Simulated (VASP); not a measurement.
# BC5 (F-43m) in VASP: further runs, part 2 of 2

VASP 6.6.1. Earlier steps stand in the parts before.

### Step 3. Single point, PBE

INCAR

```
PREC = Accurate ; ENCUT = 910
EDIFF = 1E-6 ; ISMEAR = 0
SIGMA = 0.1 ; LREAL = False
LASPH = True ; NELM = 120
ALGO = Normal ; ISIF = 2
LWAVE = False ; LCHARG = False
GGA = PE ; NBANDS = 20
GGA_COMPAT = False
```

KPOINTS

```
regular mesh
0
Gamma
  12 12 12
```

POSCAR

```
BC5
1.0
    0.0000000000      2.9333780489      2.9333780489
    2.9333780489      0.0000000000      2.9333780489
    2.9333780489      2.9333780489      0.0000000000
B C
1 5
Direct
    0.7500000000      0.7500000000      0.7500000000
    0.5000000000      0.5000000000      0.5000000000
    0.1552570947      0.5342287159      0.1552570947
    0.1552570947      0.1552570947      0.1552570947
    0.5342287159      0.1552570947      0.1552570947
    0.1552570947      0.1552570947      0.5342287159
```

Potentials or basis: VASP PAW PBE potentials, release 64 (B_h, C_h).

Launch:

```sh
$ cat potpaw_PBE.64/B_h/POTCAR potpaw_PBE.64/C_h/POTCAR > POTCAR
$ mpirun -np 1 vasp_std > vasp.out
```

OUTCAR:

```text
PREC = Accurate
   ENCUT = 910
   EDIFF = 1E-6
   ISMEAR = 0
   LREAL = False
   LASPH = True
   NELM = 120
   ISIF = 2
   GGA = PE

 ion  position               nearest neighbor table
   1  0.750  0.750  0.750-
   2  0.500  0.500  0.500-
   3  0.155  0.534  0.155-
   4  0.155  0.155  0.155-
   5  0.534  0.155  0.155-
   6  0.155  0.155  0.534-

  LATTYP: Found a face centered cubic cell.
 ALAT       =     5.8667560978

  Lattice vectors:

 A1 = (   0.0000000000,   2.9333780489,   2.9333780489)
 A2 = (   2.9333780489,   0.0000000000,   2.9333780489)
 A3 = (   2.9333780489,   2.9333780489,   0.0000000000)

Analysis of symmetry for initial positions (statically):
=====================================================================
 Subroutine PRICEL returns:
 Original cell was already a primitive cell.

 Routine SETGRP: Setting up the symmetry group for a
 face centered cubic supercell.

 Subroutine GETGRP returns: Found 24 space group operations
 (whereof 24 operations were pure point group operations)
[... 174 lines left out ...]

 val. band max:        6.1810719448   @ k =   0.5000   0.3333   0.1667
 cond. band min:       6.1885115760   @ k =  -0.2500   0.2500   0.0833
 fundamental gap:      0.0074396312
 Fermi energy:         6.1861138702

 k-point     1 :       0.0000    0.0000    0.0000
  band No.  band energies     occupation
      1     -14.4301      2.00000
      2      -4.9747      2.00000
      3      -2.5139      2.00000
      4      -2.5139      2.00000
      5      -2.5139      2.00000
      6       0.5889      2.00000
[... 541 lines left out ...]
     19      12.8882      0.00000
     20      13.0703      0.00000

 [... further k-points ...]

------------------------ aborting loop because EDIFF is reached ----------------------------------------

  FORCE on cell =-STRESS in cart. coord.  units (eV):
  Direction    XX          YY          ZZ          XY          YZ          ZX
  --------------------------------------------------------------------------------------
  -------------------------------------------------------------------------------------
  Total       -0.0488974     -0.0488974     -0.0488974      0.0000000      0.0000000      0.0000000
  in kB       -1.5518942     -1.5518942     -1.5518942      0.0000000      0.0000000      0.0000000
  external PRESSURE =      -1.5518942 kB  Pullay stress =       0.0000000 kB

 VOLUME and BASIS-vectors are now :
 -----------------------------------------------------------------------------
  energy-cutoff  :      910.00
  volume of cell :       50.48
      direct lattice vectors                 reciprocal lattice vectors
     0.000000000  2.933378049  2.933378049    -0.170451947  0.170451947  0.170451947
     2.933378049  0.000000000  2.933378049     0.170451947 -0.170451947  0.170451947
     2.933378049  2.933378049  0.000000000     0.170451947  0.170451947 -0.170451947

 POSITION                                       TOTAL-FORCE (eV/Angst)
 -----------------------------------------------------------------------------------
      4.40007      4.40007      4.40007        -0.000000     -0.000000     -0.000000
      2.93338      2.93338      2.93338        -0.000000     -0.000000     -0.000000
      2.02252      0.91086      2.02252         0.010785     -0.010785      0.010785
      0.91086      0.91086      0.91086        -0.010785     -0.010785     -0.010785
      0.91086      2.02252      2.02252        -0.010785      0.010785      0.010785
      2.02252      2.02252      0.91086         0.010785      0.010785     -0.010785
 -----------------------------------------------------------------------------------
    total drift:                                0.000000      0.000000      0.000000

  FREE ENERGIE OF THE ION-ELECTRON SYSTEM (eV)
  ---------------------------------------------------
  free  energy   TOTEN  =       -29.5224079945 eV

  energy  without entropy=      -29.5090825249  energy(sigma->0) =      -29.51574526
```

OSZICAR:

```text
N       E                     dE             d eps       ncg     rms          rms(c)
DAV:   1     0.833630903524E+02    0.83363E+02   -0.15400E+04  2880   0.162E+03
DAV:   2    -0.240145438287E+02   -0.10738E+03   -0.10286E+03  3868   0.240E+02
DAV:   3    -0.317546097206E+02   -0.77401E+01   -0.76014E+01  3528   0.601E+01
DAV:   4    -0.319234685537E+02   -0.16886E+00   -0.16826E+00  4196   0.849E+00
DAV:   5    -0.319261216350E+02   -0.26531E-02   -0.26506E-02  3636   0.107E+00    0.832E+00
DAV:   6    -0.307014742147E+02    0.12246E+01   -0.31385E+01  3852   0.183E+01    0.811E+00
DAV:   7    -0.295831874588E+02    0.11183E+01   -0.13318E+01  3776   0.116E+01    0.192E+00
DAV:   8    -0.295275831955E+02    0.55604E-01   -0.48159E-01  3388   0.373E+00    0.868E-01
DAV:   9    -0.295230582794E+02    0.45249E-02   -0.96276E-02  3552   0.145E+00    0.366E-01
DAV:  10    -0.295224295800E+02    0.62870E-03   -0.76269E-03  3420   0.517E-01    0.689E-02
DAV:  11    -0.295224091657E+02    0.20414E-04   -0.32346E-04  3656   0.113E-01    0.217E-02
DAV:  12    -0.295224087904E+02    0.37530E-06   -0.47684E-05  3744   0.371E-02    0.564E-03
DAV:  13    -0.295224079945E+02    0.79592E-06   -0.37116E-06  3296   0.115E-02
   1 F= -.29522408E+02 E0= -.29515745E+02  d E =-.133255E-01
```

It took 1.7 min on 1 thread of Intel Xeon 6975P-C (Granite Rapids), shared host; peak memory 0.32 GiB.

Results:

```yaml
Free_energy: -29.5224 eV
Pressure: -0.2 GPa
Largest_force: 0.019 eV/Å
Band_gap_on_the_k_mesh: zero (an odd number of electrons rules out a gap without spin polarisation)
```

Forces on the atoms (eV/Å):
```
B    0.000  0.000  0.000
C    0.000  0.000  0.000
C    0.011 -0.011  0.011
C   -0.011 -0.011 -0.011
C   -0.011  0.011  0.011
C    0.011  0.011 -0.011
```

Levels at points of the mesh, in eV from the Fermi level:
```tsv
k point	band 10	band 11	band 12	band 13	band 14	band 15
(0.00, 0.00, 0.00)	-2.21	-2.21	-0.61	-0.16	-0.16	-0.16
(0.50, 0.00, 0.00)	-1.41	-0.45	-0.45	0.63	0.63	1.80
(0.50, 0.50, 0.00)	-0.33	-0.33	0.10	0.10	1.51	2.04
```

Caveat: the cutoff is under 1.25 times the usual one of these potentials, so pressure, stress and relaxed cells hold a basis-set (Pulay) error.
